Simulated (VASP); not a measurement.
# GeAs5 (P6/mmm) in VASP: single point with PBE

Aim: the single point of GeAs5 with PBE.

Everything below comes from runs of VASP 6.6.1. Logs are shortened: lines on timing, memory, paths and dates and some standing lists are left out, and cuts for length are marked.

### Step 1. The cell of the first run

The structure is hexagonal, space group P6/mmm (No. 191). Conventional cell: a = 4.851 Å, b = 4.851 Å, c = 9.734 Å, α = 90.00°, β = 90.00°, γ = 120.00°. Within 3.4 Å of Ge (site symmetry 6/mmm) lie 8 As at 2.59 to 2.80 Å. As (site symmetry 6/mmm) has 2 As at 2.28 Å within 3.0 Å. As (site symmetry -6m2) has 9 As at 2.80 to 3.81 Å and 3 Ge at 2.80 Å within 3.9 Å. Within 3.0 Å of As (site symmetry 6mm) lie 1 As at 2.28 Å and 1 Ge at 2.59 Å.

The cell was generated, and may not be a known phase.

### Step 2. Single point, PBE

File INCAR:

```
ALGO = Fast
EDIFF = 1E-6
ENCUT = 520
GGA = PE
ISIF = 2
ISMEAR = 0
LASPH = T
LCHARG = T
LELF = T
LREAL = F
LVHAR = T
LWAVE = F
NBANDS = 28
NELM = 80
PREC = Accurate
SIGMA = 0.1
```

File KPOINTS:

```
k-points
0
Gamma
  12 12 4
```

File POSCAR:

```
GeAs5
1.0
    4.8513979881      0.0000000000      0.0000000000
   -2.4256989941      4.2014339015      0.0000000000
    0.0000000000      0.0000000000      9.7342748584
Ge As
1 5
Direct
    0.0000000000      0.0000000000      0.0000000000
    0.0000000000      0.0000000000      0.5000000000
    0.3333333333      0.6666666667      0.0000000000
    0.6666666667      0.3333333333      0.0000000000
    0.0000000000      0.0000000000      0.7340867037
    0.0000000000      0.0000000000      0.2659132963
```

Potentials or basis: VASP PAW PBE potentials, release 64 (Ge_d, As).

Started as:

```sh
$ cat potpaw_PBE.64/Ge_d/POTCAR potpaw_PBE.64/As/POTCAR > POTCAR
$ mpirun -np 1 vasp_std > vasp.out
```

OUTCAR:

```text
EDIFF = 1E-6
   ENCUT = 520
   GGA = PE
   ISIF = 2
   ISMEAR = 0
   LASPH = T
   LREAL = F
   NELM = 80
   PREC = Accurate

 ion  position               nearest neighbor table
   1  0.000  0.000  0.000-   5 2.59   6 2.59   3 2.80   4 2.80   3 2.80   4 2.80   4 2.80   3 2.80

   2  0.000  0.000  0.500-   5 2.28   6 2.28
   3  0.333  0.667  0.000-   4 2.80   4 2.80   1 2.80   1 2.80   1 2.80   4 2.80
   4  0.667  0.333  0.000-   3 2.80   3 2.80   1 2.80   1 2.80   1 2.80   3 2.80
   5  0.000  0.000  0.734-   2 2.28   1 2.59
   6  0.000  0.000  0.266-   2 2.28   1 2.59

  LATTYP: Found a hexagonal cell.
 ALAT       =     4.8513979881
 C/A-ratio  =     2.0064886209

  Lattice vectors:

 A1 = (   4.8513979881,   0.0000000000,   0.0000000000)
 A2 = (  -2.4256989941,   4.2014339015,   0.0000000000)
 A3 = (   0.0000000000,   0.0000000000,   9.7342748584)

Analysis of symmetry for initial positions (statically):
=====================================================================
 Subroutine PRICEL returns:
 Original cell was already a primitive cell.

 Routine SETGRP: Setting up the symmetry group for a
 hexagonal supercell.

 Subroutine GETGRP returns: Found 24 space group operations
 (whereof 24 operations were pure point group operations)
 out of a pool of 24 trial point group operations.

The static configuration has the point symmetry D_6h.

Analysis of symmetry for dynamics (positions and initial velocities):
=====================================================================
 Subroutine PRICEL returns:
 Original cell was already a primitive cell.

 Routine SETGRP: Setting up the symmetry group for a
 hexagonal supercell.

 Subroutine GETGRP returns: Found 24 space group operations
 (whereof 24 operations were pure point group operations)
 out of a pool of 24 trial point group operations.

The dynamic configuration has the point symmetry D_6h.

 Subroutine INISYM returns: Found 24 space group operations
 (whereof 24 operations are pure point group operations),
 and found     1 'primitive' translations

----------------------------------------------------------------------------------------

                                     Primitive cell

  volume of cell :     198.4120

  direct lattice vectors                    reciprocal lattice vectors
     4.851397988  0.000000000  0.000000000     0.206126152  0.119006989  0.000000000
    -2.425698994  4.201433901  0.000000000     0.000000000  0.238013979  0.000000000
     0.000000000  0.000000000  9.734274858     0.000000000  0.000000000  0.102729789

  length of vectors
     4.851397988  4.851397988  9.734274858     0.238013979  0.238013979  0.102729789

  position of ions in fractional coordinates (direct lattice)
     0.000000000  0.000000000  0.000000000
     0.000000000  0.000000000  0.500000000
     0.333333333  0.666666667  0.000000000
     0.666666667  0.333333333  0.000000000
     0.000000000  0.000000000  0.734086704
     0.000000000  0.000000000  0.265913296

  ion indices of the primitive-cell ions
   primitive index   ion index
                 1           1
                 2           2
                 3           3
                 4           4
                 5           5
                 6           6

----------------------------------------------------------------------------------------

 KPOINTS: k-points

Automatic generation of k-mesh.
 Grid dimensions read from file:
 generate k-points for:   12   12    4

 Generating k-lattice:

  Cartesian coordinates                     Fractional coordinates (reciprocal lattice)
     0.017177179  0.009917249  0.000000000     0.083333333  0.000000000  0.000000000
     0.000000000  0.019834498  0.000000000     0.000000000  0.083333333  0.000000000
     0.000000000  0.000000000  0.025682447     0.000000000  0.000000000  0.250000000

  Length of vectors
     0.019834498  0.019834498  0.025682447

  Shift w.r.t. Gamma in fractional coordinates (k-lattice)
     0.000000000  0.000000000  0.000000000

 Subroutine IBZKPT returns following result:
 ===========================================

 Found     57 irreducible k-points:

 Following reciprocal coordinates:
            Coordinates               Weight
  0.000000  0.000000  0.000000      1.000000
  0.083333 -0.000000  0.000000      6.000000
  0.166667 -0.000000  0.000000      6.000000
  0.250000 -0.000000  0.000000      6.000000
  0.333333  0.000000  0.000000      6.000000
  0.416667 -0.000000  0.000000      6.000000
[... 16 lines left out ...]
  0.250000 -0.000000  0.250000     12.000000
  0.333333  0.000000  0.250000     12.000000
 [... further k-points ...]
   k-points           NKPTS =     57   k-points in BZ     NKDIM =     57   number of bands    NBANDS=     28
   number of dos      NEDOS =    301   number of ions     NIONS =      6
   total plane-waves  NPLWV =  93312
   dimension x,y,z NGX =    36 NGY =   36 NGZ =   72
   dimension x,y,z NGXF=    72 NGYF=   72 NGZF=  144
   ions per type =               1   5
   NGX,Y,Z   is equivalent  to a cutoff of  12.34, 12.34, 12.30 a.u.
   NGXF,Y,Z  is equivalent  to a cutoff of  24.67, 24.67, 24.59 a.u.
 SYSTEM =  unknown system
   PREC   = accura    normal or accurate (medium, high low for compatibility)
   ISTART =      0    job   : 0-new  1-cont  2-samecut
   ICHARG =      2    charge: 1-file 2-atom 10-const
   ISPIN  =      1    spin polarized calculation?
   LNONCOLLINEAR =      F non collinear calculations
   LSORBIT =      F    spin-orbit coupling
   LASPH  =      T    aspherical Exc in radial PAW
   ENCUT  =  520.0 eV  38.22 Ry    6.18 a.u.   9.02  9.02 18.10*2*pi/ulx,y,z
   NELM   =     80;   NELMIN=  2; NELMDL= -5     # of ELM steps
   EDIFF  = 0.1E-05   stopping-criterion for ELM
   LREAL  =      F    real-space projection
   EDIFFG = 0.1E-04   stopping-criterion for IOM
   NSW    =      0    number of steps for IOM
   IBRION =     -1    ionic relax: 0-MD 1-quasi-New 2-CG
   NFREE  =      0    steps in history (QN), initial steepest desc. (CG)
   ISIF   =      2    stress and relaxation
   ISYM   =      2    0-nonsym 1-usesym 2-fastsym
   POTIM  = 0.5000    time-step for ionic-motion
   TEBEG  =    0.0;   TEEND  =   0.0 temperature during run
   PSTRESS=    0.0 pullay stress
   NELECT =      39.0000    total number of electrons
   NUPDOWN=      -1.0000    fix difference up-down
   EMIN   =  10.00;   EMAX   =-10.00  energy-range for DOS
   EFERMI =   0.00;   METHOD = LEGACY
   ISMEAR =     0;   SIGMA  =   0.10  broadening in eV -4-tet -1-fermi 0-gaus
   EFERMI_NEDOS =   21; number of points for ismear=-14 and -15
   IALGO  =     68    algorithm
   IMIX   =      4    mixing-type and parameters
     AMIX     =   0.40;   BMIX     =  1.00
     AMIX_MAG =   1.60;   BMIX_MAG =  1.00
  volume/ion in A,a.u.               =      33.07       223.16
  Fermi-wavevector in a.u.,A,eV,Ry     =   0.951861  1.798757 12.327423  0.906040
  Thomas-Fermi vector in A             =   2.080371
   LORBIT       =      0    0 simple, 1 ext, 2 COOP (PROOUT), +10 PAW based schemes
   GGA     = PE    functional components
   LHFCALC =     F    Hartree Fock is set to
   AEXX    =    0.0000 exact exchange contribution
   IVDW    =     0    specifies the selected vdW correction
   LEPSILON=     F    determine dielectric tensor
   LRPA    =     F    only Hartree local field effects (RPA)
 non-spin polarized calculation
 RMM-DIIS sequential band-by-band and
 Gauss-broadening in eV      SIGMA  =   0.10
  energy-cutoff  :      520.00
  volume of cell :      198.41
 maximum number of plane-waves:      5388
   NGX = 19   NGY = 19   NGZ = 37

 number of electron      38.9999989 magnetization

 Free energy of the ion-electron system (eV)
  ---------------------------------------------------
  ext. energy  EPLUGINS =         0.00000000
  ---------------------------------------------------
  free energy    TOTEN  =       -22.76121964 eV

  energy without entropy =      -22.73050842  energy(sigma->0) =      -22.74586403

 E-fermi :   1.3278     XC(G=0):  -7.8426

 val. band max:        1.3210494522   @ k =   0.1667  -0.0000   0.2500
 cond. band min:       1.3341637714   @ k =   0.2500   0.0833   0.0000
 fundamental gap:      0.0131143192
 Fermi energy:         1.3278139489

 k-point     1 :       0.0000    0.0000    0.0000
  band No.  band energies     occupation
      1     -23.5448      2.00000
      2     -23.5356      2.00000
      3     -23.5356      2.00000
      4     -23.5141      2.00000
      5     -23.5141      2.00000
      6     -12.1966      2.00000
[... 20 lines left out ...]
     27       5.1937      0.00000
     28       7.6913      0.00000

 k-point     2 :       0.0833   -0.0000    0.0000
  band No.  band energies     occupation
      1     -23.5447      2.00000
      2     -23.5356      2.00000
      3     -23.5355      2.00000
      4     -23.5142      2.00000
      5     -23.5141      2.00000
      6     -12.1445      2.00000
[... 20 lines left out ...]
     27       5.3408      0.00000
     28       7.5633      0.00000

 k-point     3 :       0.1667   -0.0000    0.0000
  band No.  band energies     occupation
      1     -23.5444      2.00000
      2     -23.5357      2.00000
      3     -23.5352      2.00000
      4     -23.5142      2.00000
      5     -23.5141      2.00000
      6     -11.9900      2.00000
[... 20 lines left out ...]
     27       5.7315      0.00000
     28       7.3658      0.00000

 k-point     4 :       0.2500   -0.0000    0.0000
  band No.  band energies     occupation
      1     -23.5441      2.00000
      2     -23.5358      2.00000
      3     -23.5348      2.00000
      4     -23.5143      2.00000
      5     -23.5142      2.00000
      6     -11.7407      2.00000
[... 578 lines left out ...]
     27       6.4574      0.00000
     28       7.2177      0.00000

 k-point    23 :       0.2500   -0.0000    0.2500
  band No.  band energies     occupation
      1     -23.5441      2.00000
      2     -23.5358      2.00000
      3     -23.5348      2.00000
      4     -23.5143      2.00000
      5     -23.5142      2.00000
      6     -11.7132      2.00000
[... 20 lines left out ...]
     27       6.3667      0.00000
     28       6.8338      0.00000

 k-point    24 :       0.3333    0.0000    0.2500
  band No.  band energies     occupation
      1     -23.5438      2.00000
      2     -23.5359      2.00000
      3     -23.5344      2.00000
      4     -23.5144      2.00000
      5     -23.5142      2.00000
      6     -11.3768      2.00000
[... 20 lines left out ...]
     27       6.0232      0.00000
     28       6.7454      0.00000

 [... further k-points ...]

------------------------ aborting loop because EDIFF is reached ----------------------------------------

  FORCE on cell =-STRESS in cart. coord.  units (eV):
  Direction    XX          YY          ZZ          XY          YZ          ZX
  --------------------------------------------------------------------------------------
  -------------------------------------------------------------------------------------
  Total        0.0382918      0.0382918      0.2937944     -0.0000000      0.0000000      0.0000000
  in kB        0.3092062      0.3092062      2.3723900     -0.0000000      0.0000000      0.0000000
  external PRESSURE =       0.9969341 kB  Pullay stress =       0.0000000 kB

 VOLUME and BASIS-vectors are now :
 -----------------------------------------------------------------------------
  energy-cutoff  :      520.00
  volume of cell :      198.41
      direct lattice vectors                 reciprocal lattice vectors
     4.851397988  0.000000000  0.000000000     0.206126152  0.119006989  0.000000000
    -2.425698994  4.201433901  0.000000000     0.000000000  0.238013979  0.000000000
     0.000000000  0.000000000  9.734274858     0.000000000  0.000000000  0.102729789

 POSITION                                       TOTAL-FORCE (eV/Angst)
 -----------------------------------------------------------------------------------
      0.00000      0.00000      0.00000         0.000000      0.000000      0.000000
      0.00000      0.00000      4.86714         0.000000      0.000000      0.000000
     -0.00000      2.80096      0.00000        -0.000000      0.000000      0.000000
      2.42570      1.40048      0.00000         0.000000     -0.000000      0.000000
      0.00000      0.00000      7.14580        -0.000000      0.000000      0.050273
      0.00000      0.00000      2.58847         0.000000     -0.000000     -0.050273
 -----------------------------------------------------------------------------------
    total drift:                               -0.000000     -0.000000      0.000000

  FREE ENERGIE OF THE ION-ELECTRON SYSTEM (eV)
  ---------------------------------------------------
  free  energy   TOTEN  =       -22.7612196390 eV

  energy  without entropy=      -22.7305084191  energy(sigma->0) =      -22.74586403
```

Wall time 11 min (1 thread of Oxide Virtual Turin-like, shared host); peak memory 0.43 GiB.

What came out:

```
Free energy            : -22.7612 eV
Pressure               : 0.1 GPa
Largest force          : 0.050 eV/Å
Band gap on the k mesh : zero (an odd number of electrons rules out a gap without spin polarisation)
```

Forces on the atoms (eV/Å):
```
Ge   0.000  0.000  0.000
As   0.000  0.000  0.000
As   0.000  0.000  0.000
As   0.000  0.000  0.000
As   0.000  0.000  0.050
As   0.000  0.000 -0.050
```

Levels at points of the mesh, in eV from the Fermi level:
| k point | band 15 | band 16 | band 17 | band 18 | band 19 | band 20 | band 21 | band 22 | band 23 | band 24 |
| --- | --- | --- | --- | --- | --- | --- | --- | --- | --- | --- |
| (0.00, 0.00, 0.00) | -3.11 | -3.11 | -1.49 | -1.23 | -1.23 | -0.18 | -0.18 | 1.38 | 2.21 | 2.29 |
| (0.50, 0.00, 0.00) | -2.42 | -1.59 | -0.48 | -0.31 | 0.35 | 0.38 | 0.47 | 1.51 | 1.76 | 2.49 |
| (0.00, 0.00, 0.50) | -3.08 | -2.85 | -2.17 | -1.48 | -1.48 | 0.08 | 0.40 | 0.40 | 1.38 | 1.74 |
| (0.50, 0.00, 0.50) | -1.72 | -1.49 | -1.41 | -1.10 | -0.10 | 0.04 | 0.82 | 0.96 | 1.42 | 2.03 |

Caveat: an odd number of electrons without spin polarisation forces a metal; a magnetic or distorted state may lie lower.
